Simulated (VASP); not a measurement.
Wanted: the native input for a VASP 6.6.1 run.

```yaml
Task: relaxation of cell and atoms
Functional: PBE
Dispersion: D4
Potentials_or_basis: VASP PAW PBE potentials, release 64 (Cs_sv, Mg, Bi_d, O)
Cutoff: 600 eV
k_mesh: 4 × 4 × 4
Occupations: fermi-dirac, width 0.01 eV
Spin: no spin polarisation
Dipole_correction: no
Further_INCAR_settings: ALGO = Normal; EDIFF = 1e-07; IBRION = 2; EDIFFG = -0.005; NSW = 80; ISIF = 3
```

The structure of CsMgBiO3 lies in POSCAR:

```
CsMgBiO3
1.0
    3.2305168850      1.8651397932      3.7970092067
   -3.2305168850      1.8651397932      3.7970092067
    0.0000000000     -3.7302795864      3.7970092067
Cs Mg Bi O
1 1 1 3
Direct
    0.9172816533      0.9172816533      0.9172816533
    0.3021917433      0.3021917433      0.3021917433
    0.5652985533      0.5652985533      0.5652985533
    0.4913922600      0.9822380200      0.4913922600
    0.4913922600      0.4913922600      0.9822380200
    0.9822380200      0.4913922600      0.4913922600
```

One way to write it, as run:

INCAR

```
SYSTEM = CsMgBiO3
PREC     = Accurate       ! precision mode
ENCUT    = 600            ! plane-wave cutoff, eV
EDIFF    = 1E-7           ! SCF threshold, eV
ISMEAR   = -1             ! smearing method
SIGMA    = 0.01           ! smearing width, eV
LREAL    = .False.        ! projectors in reciprocal space
LASPH    = .True.         ! aspherical terms in the spheres
NELM     = 120            ! most SCF steps
ALGO     = Normal         ! electronic algorithm
ISIF     = 3              ! what is computed and relaxed
LWAVE    = .False.        ! write WAVECAR
LCHARG   = .False.        ! write CHGCAR
GGA      = PE             ! functional
IVDW     = 13             ! dispersion correction
IBRION   = 2              ! ionic algorithm
NSW      = 80             ! ionic steps
EDIFFG   = -0.005         ! ionic threshold
GGA_COMPAT= .False.      
NELMIN   = 4
```

KPOINTS

```
regular mesh
0
Gamma
  4 4 4
  0 0 0
```

Potentials or basis: VASP PAW PBE potentials, release 64 (Cs_sv, Mg, Bi_d, O).

The run is started by

```bash
$ cat potpaw_PBE.64/Cs_sv/POTCAR potpaw_PBE.64/Mg/POTCAR potpaw_PBE.64/Bi_d/POTCAR potpaw_PBE.64/O/POTCAR > POTCAR
$ mpirun -np 1 vasp_std > vasp.out
```

Results of the run:

The relaxed volume is 23.02 Å³/atom and the relaxed cell is a = 5.361 Å, b = 5.361 Å, c = 5.361 Å, α = 73.47°, β = 73.47°, γ = 73.47°. The space group after relaxing (to 0.1 Å) is R3m (No. 160), the energy gained by relaxing is 2.5 meV/atom and the ionic steps are 36. The pressure after relaxing is 0.0 GPa. The largest force after relaxing is 0.004 eV/Å, the band gap on the k mesh is 2.77 eV and the dispersion energy per atom is -0.158 eV.

Caveat: spin-orbit coupling is left out, which moves the levels of the heavy elements.

Wall time 27 min on 1 thread of Intel(R) Xeon(R) Platinum 8488C (Sapphire Rapids), on a shared host, peak memory 0.41 GiB.
